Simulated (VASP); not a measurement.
# Cu (Fm-3m) in VASP: settings compared

Aim: see how the results for Cu move with the level of theory and the settings. Levels: PBEsol, r2SCAN. Tasks: relaxation of cell and atoms, single point.

All numbers are computed with VASP 6.6.1; they aren't measurements. Logs are shortened: lines on timing, memory, paths and dates and some standing lists are left out, and cuts for length are marked.

## 1. The cell of the first run

It takes space group Fm-3m (No. 225, cubic). The conventional cell has a = 3.448 Å, b = 3.448 Å, c = 3.448 Å, α = 90.00°, β = 90.00°, γ = 90.00°. Within 3.2 Å of Cu (site symmetry m-3m) lie 12 Cu at 2.44 Å.

## 2. Relaxation of cell and atoms, PBEsol, target pressure 21.1 GPa, at which the enthalpy is minimised

Input file INCAR:

```
PREC = Accurate
ENCUT = 600
EDIFF = 1E-7
ISMEAR = -1
SIGMA = 0.1
LREAL = F
LASPH = T
NELM = 100
ALGO = Normal
ISIF = 3
LWAVE = F
LCHARG = F
GGA = PS
IBRION = 2
NSW = 80
EDIFFG = -0.002
PSTRESS = 211.0
```

Input file KPOINTS:

```
regular mesh
0
Gamma
  20 20 20
```

Input file POSCAR:

```
Cu
1.0
    0.0000000000      1.7241115103      1.7241115103
    1.7241115103      0.0000000000      1.7241115103
    1.7241115103      1.7241115103      0.0000000000
Cu
1
Direct
    0.0000000000      0.0000000000      0.0000000000
```

Potentials or basis: VASP PAW PBE potentials, release 64 (Cu).

Started as:

```bash
> cat potpaw_PBE.64/Cu/POTCAR > POTCAR
> mpirun -np 1 vasp_std > vasp.out
```

OUTCAR:

```text
PREC = Accurate
   ENCUT = 600
   EDIFF = 1E-7
   ISMEAR = -1
   LREAL = F
   LASPH = T
   NELM = 100
   ISIF = 3
   GGA = PS
   IBRION = 2
   NSW = 80
   EDIFFG = -0.002
   PSTRESS = 211.0

 ion  position               nearest neighbor table
   1  0.000  0.000  0.000-

  LATTYP: Found a face centered cubic cell.
 ALAT       =     3.4482230206

  Lattice vectors:

 A1 = (   0.0000000000,   1.7241115103,   1.7241115103)
 A2 = (   1.7241115103,   0.0000000000,   1.7241115103)
 A3 = (   1.7241115103,   1.7241115103,   0.0000000000)

Analysis of symmetry for initial positions (statically):
=====================================================================
 Subroutine PRICEL returns:
 Original cell was already a primitive cell.

 Routine SETGRP: Setting up the symmetry group for a
 face centered cubic supercell.

 Subroutine GETGRP returns: Found 48 space group operations
 (whereof 48 operations were pure point group operations)
 out of a pool of 48 trial point group operations.

The static configuration has the point symmetry O_h .

Analysis of symmetry for dynamics (positions and initial velocities):
=====================================================================
 Subroutine PRICEL returns:
 Original cell was already a primitive cell.

 Routine SETGRP: Setting up the symmetry group for a
 face centered cubic supercell.

 Subroutine GETGRP returns: Found 48 space group operations
 (whereof 48 operations were pure point group operations)
 out of a pool of 48 trial point group operations.

The dynamic configuration has the point symmetry O_h .

 Subroutine INISYM returns: Found 48 space group operations
 (whereof 48 operations are pure point group operations),
 and found     1 'primitive' translations

----------------------------------------------------------------------------------------

                                     Primitive cell

  volume of cell :      10.2501

  direct lattice vectors                    reciprocal lattice vectors
     0.000000000  1.724111510  1.724111510    -0.290004444  0.290004444  0.290004444
     1.724111510  0.000000000  1.724111510     0.290004444 -0.290004444  0.290004444
     1.724111510  1.724111510  0.000000000     0.290004444  0.290004444 -0.290004444

[... 84 lines left out ...]
   NSW    =     80    number of steps for IOM
   IBRION =      2    ionic relax: 0-MD 1-quasi-New 2-CG
   NFREE  =      1    steps in history (QN), initial steepest desc. (CG)
   ISIF   =      3    stress and relaxation
   ISYM   =      2    0-nonsym 1-usesym 2-fastsym
   POTIM  = 0.5000    time-step for ionic-motion
   TEBEG  =    0.0;   TEEND  =   0.0 temperature during run
   PSTRESS=  211.0 pullay stress
   NELECT =      11.0000    total number of electrons
   NUPDOWN=      -1.0000    fix difference up-down
   EMIN   =  10.00;   EMAX   =-10.00  energy-range for DOS
   EFERMI =   0.00;   METHOD = LEGACY
   ISMEAR =    -1;   SIGMA  =   0.10  broadening in eV -4-tet -1-fermi 0-gaus
   EFERMI_NEDOS =   21; number of points for ismear=-14 and -15
   IALGO  =     38    algorithm
   IMIX   =      4    mixing-type and parameters
     AMIX     =   0.40;   BMIX     =  1.00
     AMIX_MAG =   1.60;   BMIX_MAG =  1.00
  volume/ion in A,a.u.               =      10.25        69.17
  Fermi-wavevector in a.u.,A,eV,Ry     =   1.676089  3.167349 38.222492  2.809274
  Thomas-Fermi vector in A             =   2.760593
   LORBIT       =      0    0 simple, 1 ext, 2 COOP (PROOUT), +10 PAW based schemes
   GGA     = PS    functional components
   LHFCALC =     F    Hartree Fock is set to
   AEXX    =    0.0000 exact exchange contribution
   IVDW    =     0    specifies the selected vdW correction
   LEPSILON=     F    determine dielectric tensor
   LRPA    =     F    only Hartree local field effects (RPA)
 conjugate gradient relaxation of ions
 non-spin polarized calculation
  energy-cutoff  :      600.00
  volume of cell :       10.25
 maximum number of plane-waves:       360
   NGX =  9   NGY =  9   NGZ =  9

--------------------------------------- Ionic step        1  -------------------------------------------

 number of electron      10.9999995 magnetization

 Free energy of the ion-electron system (eV)
  ---------------------------------------------------
  ext. energy  EPLUGINS =         0.00000000
  ---------------------------------------------------
  free energy    TOTEN  =        -4.24433299 eV

  energy without entropy =       -4.23546669  energy(sigma->0) =       -4.23989984

------------------------ aborting loop because EDIFF is reached ----------------------------------------

  FORCE on cell =-STRESS in cart. coord.  units (eV):
  Direction    XX          YY          ZZ          XY          YZ          ZX
  --------------------------------------------------------------------------------------
  -------------------------------------------------------------------------------------
  Total        1.4112916      1.4112916      1.4112916     -0.0000000      0.0000000     -0.0000000
  in kB      220.5978571    220.5978571    220.5978571     -0.0000000      0.0000000     -0.0000000
  external PRESSURE =       9.5978571 kB  Pullay stress =     211.0000000 kB
[... 61 lines left out ...]
--------------------------------------- Ionic step        3  -------------------------------------------

 number of electron      10.9999993 magnetization

 Free energy of the ion-electron system (eV)
  ---------------------------------------------------
  ext. energy  EPLUGINS =         0.00000000
  ---------------------------------------------------
  free energy    TOTEN  =        -4.24927844 eV

  energy without entropy =       -4.24039676  energy(sigma->0) =       -4.24483760

 E-fermi :   9.2527     XC(G=0): -13.7353

 val. band max:        9.2490231877   @ k =   0.4500   0.3500   0.0000
 cond. band min:       9.2576243210   @ k =   0.5000   0.2500   0.1000
 fundamental gap:      0.0086011333
 Fermi energy:         9.2526529196

 k-point     1 :       0.0000    0.0000    0.0000
  band No.  band energies     occupation
      1      -1.2600      2.00000
      2       5.7471      2.00000
      3       5.7471      2.00000
      4       5.7471      2.00000
      5       6.7773      2.00000
      6       6.7773      2.00000
      7      32.9105      0.00000
      8      36.6294      0.00000
      9      36.6294      0.00000
[... 265 lines left out ...]
 k-point    24 :      -0.3500    0.0500    0.0000
  band No.  band energies     occupation
      1       2.8417      2.00000
      2       5.7766      2.00000
      3       5.8275      2.00000
      4       5.9134      2.00000
      5       7.1614      2.00000
      6       7.4935      2.00000
      7      17.3662      0.00000
      8      30.5525      0.00000
      9      33.0086      0.00000

 [... further k-points ...]
[... 5 lines left out ...]
  --------------------------------------------------------------------------------------
  -------------------------------------------------------------------------------------
  Total        1.3559559      1.3559559      1.3559559      0.0000000     -0.0000000      0.0000000
  in kB      211.1915731    211.1915731    211.1915731      0.0000000     -0.0000000      0.0000000
  external PRESSURE =       0.1915731 kB  Pullay stress =     211.0000000 kB
[... 20 lines left out ...]
  energy  without entropy=       -4.2403967577  energy(sigma->0) =       -4.24483760

  enthalpy is  TOTEN    =        -2.8945525456 eV   P V=        1.3547258951

 reached required accuracy - stopping structural energy minimisation
```

CONTCAR:

```text
Cu
   1.00000000000000
    -0.0000000000000000    1.7261685031022935    1.7261685031022935
     1.7261685031022935    0.0000000000000000    1.7261685031022935
     1.7261685031022935    1.7261685031022935   -0.0000000000000000
  Cu
     1
Direct
     0.0000000000000000    0.0000000000000000    0.0000000000000000

  0.00000000E+00  0.00000000E+00  0.00000000E+00
```

It took 30 s on 1 thread of Intel Xeon Platinum 8488C (Sapphire Rapids), shared host; peak memory 0.15 GiB.

What came out:

```yaml
Free_energy: -4.2493 eV
Relaxed_volume: 10.29 Å³/atom
Relaxed_cell: a = 2.441 Å, b = 2.441 Å, c = 2.441 Å, α = 60.00°, β = 60.00°, γ = 60.00°
Space_group_after_relaxing_to_0.05_Å: Fm-3m (No. 225)
Energy_change_on_relaxing_the_enthalpy_is_what_falls: -4.9 meV/atom
Ionic_steps: 3
Pressure_after_relaxing: 21.1 GPa
```

Step by step:
```
step  energy change (eV)  largest force (eV/Å)  pressure (GPa)  volume (Å³)
   1              0.0000                0.0000           22.06        10.25
   2             -0.0119                0.0000           19.73        10.34
   3             -0.0049                0.0000           21.12        10.29
```

Final structure:
```cif
data_structure
_symmetry_space_group_name_H-M 'P 1'
_symmetry_Int_Tables_number 1
_cell_length_a 2.4412
_cell_length_b 2.4412
_cell_length_c 2.4412
_cell_angle_alpha 60.000
_cell_angle_beta 60.000
_cell_angle_gamma 60.000
_cell_volume 10.29
loop_
_atom_site_label
_atom_site_type_symbol
_atom_site_fract_x
_atom_site_fract_y
_atom_site_fract_z
_atom_site_occupancy
Cu1 Cu 0.00000 0.00000 0.00000 1
```

Caveat: the cell is relaxed towards a set pressure, so the enthalpy falls and the energy may rise; the PAW data sets were made with another functional, which shifts forces and pressure a little. Zero-point motion and thermal expansion aren't in these numbers.

(Continued in part 2 of 3.)
